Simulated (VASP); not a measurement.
# H4C10F in VASP: single point with PBE+D3(BJ)

Aim: the single point of H4C10F with PBE+D3(BJ).

Everything below comes from runs of VASP 6.6.1. Logs are shortened: lines on timing, memory, paths and dates and some standing lists are left out, and cuts for length are marked.

## 1. The cell of the first run

The cell holds a slab with vacuum, 30 atoms: a = 5.049 Å, b = 5.049 Å, c = 17.165 Å, α = 90.00°, β = 90.00°, γ = 90.00°.

## 2. Single point, PBE+D3(BJ)

Contents of INCAR:

```
PREC = Accurate ; ENCUT = 520
EDIFF = 1E-7 ; ISMEAR = -1
SIGMA = 0.05 ; LREAL = Auto
LASPH = T ; NELM = 100
ALGO = Normal ; ISIF = 2
LWAVE = F ; LCHARG = T
GGA = PE ; IVDW = 12
LELF = T ; LVHAR = T
NBANDS = 72
```

Contents of KPOINTS:

```
regular mesh
0
Gamma
  2 2 1
```

Contents of POSCAR:

```
H4C10F
1.0
    5.0487420000      0.0000000000      0.0000000000
    0.0000000000      5.0487420000      0.0000000000
    0.0000000000      0.0000000000     17.1647000000
H C F
8 20 2
Direct
    0.4277868000      0.0000000000      0.0582591000
    0.0722132000      0.0000000000      0.0582591000
    0.9277868000      0.0000000000      0.0582591000
    0.5722132000      0.0000000000      0.0582591000
    0.4277868000      0.5000000000      0.0582591000
    0.0722132000      0.5000000000      0.0582591000
    0.9277868000      0.5000000000      0.0582591000
    0.5722132000      0.5000000000      0.0582591000
    0.2500000000      0.0000000000      0.0952362000
    0.7500000000      0.0000000000      0.0952362000
    0.2500000000      0.5000000000      0.0952362000
    0.7500000000      0.5000000000      0.0952362000
    0.2500000000      0.2500000000      0.1472324000
    0.7500000000      0.2500000000      0.1472324000
    0.2500000000      0.7500000000      0.1472324000
    0.7500000000      0.7500000000      0.1472324000
   -0.0000154635      0.2471167805      0.1950110448
    0.5000108213      0.2471389459      0.1949983267
    0.0000080520      0.7512464947      0.2033011086
    0.5000225531      0.7512195697      0.2033027722
    0.0000009005      0.0151210794      0.2519919942
    0.5000261339      0.0151116689      0.2520149225
    0.0000777888      0.4919844463      0.2536694701
    0.5000551345      0.4918777712      0.2536141637
    0.2500346407      0.0937576623      0.2990044897
    0.7500439596      0.0937222574      0.2990236332
    0.2500834820      0.4085622225      0.2933146361
    0.7500542812      0.4085489781      0.2932882841
    0.2500672420     -0.0066132819      0.3734991117
    0.7500196227     -0.0065979292      0.3735309629
```

Potentials or basis: VASP PAW PBE potentials, release 64 (H, C, F).

Command:

```console
$ cat potpaw_PBE.64/H/POTCAR potpaw_PBE.64/C/POTCAR potpaw_PBE.64/F/POTCAR > POTCAR
$ mpirun -np 1 vasp_std > vasp.out
```

OUTCAR:

```text
PREC = Accurate
   ENCUT = 520
   EDIFF = 1E-7
   ISMEAR = -1
   LREAL = Auto
   LASPH = T
   NELM = 100
   ISIF = 2
   GGA = PE
   IVDW = 12
 IVDW          = 12

 ion  position               nearest neighbor table
   1  0.428  0.000  0.058-   4 0.73   9 1.10
   2  0.072  0.000  0.058-   3 0.73   9 1.10
   3  0.928  0.000  0.058-   2 0.73  10 1.10
   4  0.572  0.000  0.058-   1 0.73  10 1.10
   5  0.428  0.500  0.058-   8 0.73  11 1.10
   6  0.072  0.500  0.058-   7 0.73  11 1.10
   7  0.928  0.500  0.058-   6 0.73  12 1.10
   8  0.572  0.500  0.058-   5 0.73  12 1.10
   9  0.250  0.000  0.095-   1 1.10   2 1.10  13 1.55  15 1.55
  10  0.750  0.000  0.095-   3 1.10   4 1.10  14 1.55  16 1.55
  11  0.250  0.500  0.095-   5 1.10   6 1.10  13 1.55  15 1.55
  12  0.750  0.500  0.095-   7 1.10   8 1.10  14 1.55  16 1.55
  13  0.250  0.250  0.147-  18 1.51  17 1.51   9 1.55  11 1.55
  14  0.750  0.250  0.147-  18 1.51  17 1.51  10 1.55  12 1.55
[... 10 lines left out ...]
  25  0.250  0.094  0.299-  29 1.38  22 1.55  21 1.55  27 1.59
  26  0.750  0.094  0.299-  30 1.38  21 1.55  22 1.55  28 1.59
  27  0.250  0.409  0.293-  23 1.49  24 1.49  25 1.59
  28  0.750  0.409  0.293-  23 1.49  24 1.49  26 1.59
  29  0.250  0.993  0.373-  25 1.38
  30  0.750  0.993  0.374-  26 1.38

  LATTYP: Found a simple tetragonal cell.
 ALAT       =     5.0487420000
 C/A-ratio  =     3.3997974149

  Lattice vectors:

 A1 = (   5.0487420000,   0.0000000000,   0.0000000000)
 A2 = (   0.0000000000,   5.0487420000,   0.0000000000)
 A3 = (   0.0000000000,   0.0000000000,  17.1647000000)

Analysis of symmetry for initial positions (statically):
=====================================================================
 Subroutine PRICEL returns:
 Original cell was already a primitive cell.

 Routine SETGRP: Setting up the symmetry group for a
 simple tetragonal supercell.

 Subroutine GETGRP returns: Found  1 space group operations
 (whereof  1 operations were pure point group operations)
 out of a pool of 16 trial point group operations.

The static configuration has the point symmetry C_1 .

Analysis of symmetry for dynamics (positions and initial velocities):
=====================================================================
 Subroutine PRICEL returns:
 Original cell was already a primitive cell.

 Routine SETGRP: Setting up the symmetry group for a
 simple tetragonal supercell.

 Subroutine GETGRP returns: Found  1 space group operations
 (whereof  1 operations were pure point group operations)
 out of a pool of 16 trial point group operations.

[... 140 lines left out ...]
   NFREE  =      0    steps in history (QN), initial steepest desc. (CG)
   ISIF   =      2    stress and relaxation
   ISYM   =      2    0-nonsym 1-usesym 2-fastsym
   POTIM  = 0.5000    time-step for ionic-motion
   TEBEG  =    0.0;   TEEND  =   0.0 temperature during run
   PSTRESS=    0.0 pullay stress
   NELECT =     102.0000    total number of electrons
   NUPDOWN=      -1.0000    fix difference up-down
   EMIN   =  10.00;   EMAX   =-10.00  energy-range for DOS
   EFERMI =   0.00;   METHOD = LEGACY
   ISMEAR =    -1;   SIGMA  =   0.05  broadening in eV -4-tet -1-fermi 0-gaus
   EFERMI_NEDOS =   21; number of points for ismear=-14 and -15
   IALGO  =     38    algorithm
   IMIX   =      4    mixing-type and parameters
     AMIX     =   0.40;   BMIX     =  1.00
     AMIX_MAG =   1.60;   BMIX_MAG =  1.00
  volume/ion in A,a.u.               =      14.58        98.42
  Fermi-wavevector in a.u.,A,eV,Ry     =   1.007567  1.904026 13.812522  1.015192
  Thomas-Fermi vector in A             =   2.140380
   LORBIT       =      0    0 simple, 1 ext, 2 COOP (PROOUT), +10 PAW based schemes
   GGA     = PE    functional components
   LHFCALC =     F    Hartree Fock is set to
   AEXX    =    0.0000 exact exchange contribution
   IVDW    =    12    specifies the selected vdW correction
   LEPSILON=     F    determine dielectric tensor
   LRPA    =     F    only Hartree local field effects (RPA)
 non-spin polarized calculation
  energy-cutoff  :      520.00
  volume of cell :      437.52
 maximum number of plane-waves:     11843
 NGX is ok and might be reduce to    40
   NGX = 19   NGY = 19   NGZ = 63

 number of electron     102.0000015 magnetization

 Free energy of the ion-electron system (eV)
  ---------------------------------------------------
  ext. energy  EPLUGINS =         0.00000000
  ---------------------------------------------------
  free energy    TOTEN  =      -198.58737358 eV

  energy without entropy =     -198.54838891  energy(sigma->0) =     -198.56788125

 E-fermi :   0.3854     XC(G=0):  -5.2001

 val. band max:        0.2913351780   @ k =   0.5000   0.0000   0.0000
 cond. band min:       0.4577785704   @ k =   0.0000   0.0000   0.0000
 fundamental gap:      0.1664433924
 Fermi energy:         0.3854098208

 k-point     1 :       0.0000    0.0000    0.0000
  band No.  band energies     occupation
      1     -25.7660      2.00000
      2     -25.2411      2.00000
      3     -21.3438      2.00000
      4     -18.9921      2.00000
      5     -17.2165      2.00000
      6     -16.8123      2.00000
[... 253 lines left out ...]
     62       6.3578      0.00000
     63       6.8464      0.00000
 [bands above 63 left out]

------------------------ aborting loop because EDIFF is reached ----------------------------------------

 Edisp (eV)   -3.25418

 E8    (eV) :    -0.9358

  FORCE on cell =-STRESS in cart. coord.  units (eV):
  Direction    XX          YY          ZZ          XY          YZ          ZX
  --------------------------------------------------------------------------------------
  -------------------------------------------------------------------------------------
  Total      70.72603    -6.60596    -4.46544    -0.00012    -0.27797    -0.01787
  in kB     258.99255   -24.19045   -16.35205    -0.00045    -1.01790    -0.06544
  external pressure =       72.82 kB  Pullay stress =        0.00 kB

 VOLUME and BASIS-vectors are now :
 -----------------------------------------------------------------------------
  energy-cutoff  :      520.00
  volume of cell :      437.52
      direct lattice vectors                 reciprocal lattice vectors
     5.048742000  0.000000000  0.000000000     0.198069143  0.000000000  0.000000000
     0.000000000  5.048742000  0.000000000     0.000000000  0.198069143  0.000000000
     0.000000000  0.000000000 17.164700000     0.000000000  0.000000000  0.058259102

 POSITION                                       TOTAL-FORCE (eV/Angst)
 -----------------------------------------------------------------------------------
      2.15979      0.00000      1.00000        -8.954858     -0.026674      0.085936
      0.36459      0.00000      1.00000         8.956179     -0.027055      0.085791
      4.68416      0.00000      1.00000        -8.955518     -0.026951      0.085828
      2.88896      0.00000      1.00000         8.955471     -0.026834      0.086070
      2.15979      2.52437      1.00000        -8.972666      0.032267      0.101143
      0.36459      2.52437      1.00000         8.973408      0.032293      0.101036
[... 22 lines left out ...]
      1.26252      5.01535      6.41100        -0.001742     -0.128552      0.299749
      3.78666      5.01543      6.41155         0.002313     -0.126495      0.292633
 -----------------------------------------------------------------------------------
    total drift:                               -0.010566      0.011831     -0.025350

  FREE ENERGIE OF THE ION-ELECTRON SYSTEM (eV)
  ---------------------------------------------------
  free  energy   TOTEN  =      -201.8415537112 eV

  energy  without entropy=     -201.8025690393  energy(sigma->0) =     -201.82206138
```

OSZICAR:

```text
N       E                     dE             d eps       ncg     rms          rms(c)
DAV:   1     0.765824475760E+03    0.76582E+03   -0.47096E+04   576   0.122E+03
DAV:   2    -0.119200972193E+03   -0.88503E+03   -0.84436E+03   816   0.303E+02
DAV:   3    -0.208095377743E+03   -0.88894E+02   -0.88008E+02   680   0.964E+01
[... 18 lines left out ...]
DAV:  22    -0.198587362756E+03   -0.24504E-04   -0.10463E-06   544   0.241E-03    0.565E-04
DAV:  23    -0.198587370795E+03   -0.80394E-05   -0.29338E-07   512   0.179E-03    0.590E-04
DAV:  24    -0.198587372854E+03   -0.20586E-05   -0.89782E-08   472   0.942E-04    0.367E-04
DAV:  25    -0.198587373537E+03   -0.68323E-06   -0.78647E-08   480   0.948E-04    0.233E-04
DAV:  26    -0.198587373581E+03   -0.44554E-07   -0.17092E-08   472   0.482E-04
   1 F= -.20184155E+03 E0= -.20182206E+03  d E =-.389847E-01
```

stdout:

```text
POSCAR found type information on POSCAR H C F
 POSCAR found :  3 types and      30 ions
 scaLAPACK will be used
 LDA part: xc-table for (Slater+PW92), standard interpolation
 POSCAR, INCAR and KPOINTS ok, starting setup
 FFT: planning ... GRIDC
 FFT: planning ... GRID_SOFT
 FFT: planning ... GRID
 WAVECAR not read
 entering main loop
```

Wall time 3.9 min (1 thread of AMD EPYC 9R45 (Zen 5), shared host); peak memory 0.48 GiB.

What came out:

```
Free energy                : -201.8416 eV
Largest force              : 8.974 eV/Å
Band gap on the k mesh     : zero (bands 51 and 52 overlap by 0.27 eV)
Dispersion energy per atom : -0.108 eV
```

Forces on the atoms (eV/Å):
```
H   -8.955 -0.027  0.086
H    8.956 -0.027  0.086
H   -8.956 -0.027  0.086
H    8.955 -0.027  0.086
H   -8.973  0.032  0.101
H    8.973  0.032  0.101
H   -8.973  0.032  0.101
H    8.973  0.032  0.101
C   -0.001 -0.206  0.972
C    0.002 -0.206  0.972
C    0.000  0.135  1.028
C    0.001  0.135  1.027
C    0.000  0.014 -3.022
C    0.001  0.015 -3.024
C    0.002  0.043  0.591
C    0.001  0.042  0.590
C    0.004  0.013  0.007
C    0.000  0.006  0.011
C    0.002  0.005  0.006
C   -0.001  0.006  0.002
C    0.005 -0.044  0.034
C    0.000 -0.042  0.015
C   -0.006  0.037  0.011
C   -0.001  0.045  0.019
C    0.000  0.136 -0.302
C   -0.003  0.139 -0.306
C   -0.007 -0.020  0.010
C   -0.003 -0.019  0.019
F   -0.002 -0.129  0.300
F    0.002 -0.126  0.293
```

Caveat: the k points lie up to 0.62 Å⁻¹ apart; there is no dipole correction, which matters where the two faces differ.

The gap in the log of VASP goes by the Fermi energy; the results here count the filled bands.